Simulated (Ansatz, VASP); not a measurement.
MoS2 in VASP and in Ansatz

INCAR

```
SYSTEM = MoS2
PREC     = Accurate       ! precision mode
ENCUT    = 520            ! plane-wave cutoff, eV
EDIFF    = 1E-7           ! SCF threshold, eV
ISMEAR   = 0              ! smearing method
SIGMA    = 0.1            ! smearing width, eV
LREAL    = .FALSE.        ! projectors in reciprocal space
LASPH    = .TRUE.         ! aspherical terms in the spheres
NELM     = 150            ! most SCF steps
ALGO     = Normal         ! electronic algorithm
ISIF     = 2              ! what is computed and relaxed
LWAVE    = .FALSE.        ! write WAVECAR
LCHARG   = .FALSE.        ! write CHGCAR
ISPIN    = 2              ! spin polarisation
MAGMOM   = 1 1 0 0 0 0    ! initial moments
LORBIT   = 11             ! projections on sites
LMAXMIX  = 4              ! l up to which the mixer works
GGA      = PE             ! functional
NBANDS   = 39             ! bands
```

Contents of KPOINTS:

```
regular mesh
0
G
  6 6 2
  0 0 0
```

Contents of POSCAR:

```
MoS2
1.0
    3.1922379121      0.0000000000      0.0000000000
   -1.5961189561      2.7645591268      0.0000000000
    0.0000000000      0.0000000000     13.3782940000
Mo S
2 4
Direct
    0.6666666700      0.3333333300      0.2500000000
    0.3333333300      0.6666666700      0.7500000000
    0.6666666700      0.3333333300      0.6330820000
    0.3333333300      0.6666666700      0.3669180000
    0.6666666700      0.3333333300      0.8669180000
    0.3333333300      0.6666666700      0.1330820000
```

Input for Ansatz:

```yaml
crystal:
  lattice:
    - [3.1922379121, 0.0, 0.0]
    - [-1.5961189561, 2.7645591268, 0.0]
    - [0.0, 0.0, 13.378294]
  atoms:
    - { symbol: Mo, position: [0.66666667, 0.33333333, 0.25], spin: 1.0 }
    - { symbol: Mo, position: [0.33333333, 0.66666667, 0.75], spin: 1.0 }
    - { symbol: S, position: [0.66666667, 0.33333333, 0.633082] }
    - { symbol: S, position: [0.33333333, 0.66666667, 0.366918] }
    - { symbol: S, position: [0.66666667, 0.33333333, 0.866918] }
    - { symbol: S, position: [0.33333333, 0.66666667, 0.133082] }
basis:
  ecutwfc: 420
kpoints:
  mp_grid: { grid: [6, 6, 2] }
hamiltonian:
  xc: pbe
scf:
  occupations: { method: gaussian, width: 0.1 }
  lower_state_search: "off"
output:
  forces: true
  stress: true
  eigenvalues: true
  populations: true
magnetization:
  spin_polarized: true
```

Alike in both runs: task single point; functional PBE; k mesh 6 × 6 × 2; occupations gaussian, width 0.1 eV; collinear spin.

|  | VASP | Ansatz |
| --- | --- | --- |
| version | VASP 6.6.1 | Ansatz 0.2.0 |
| potentials or method | VASP PAW PBE potentials, release 64 (Mo_sv, S), cutoff 520 eV | scalar-relativistic, plane waves, PAW |
| valence electrons in the cell | 52 | 52 |

```tsv
	VASP	Ansatz	Ansatz less VASP
gap on the k mesh at the Fermi level (eV)	1.22	1.21	-0.015
least direct gap on the mesh (eV)	1.63	1.62	-0.004
pressure (GPa)	-0.6	-0.5	+0.11
traceless stress, the component that is largest in VASP (GPa)	0.24	0.28	+0.037
rms of the force components (eV/Å)	0.047	0.042	-0.0055
net moment per atom (μB)	0.00	0.00	0.000
```

Atom by atom the forces differ by 0.005 eV/Å (rms over components). Ansatz's warnings: seeded moment not kept.
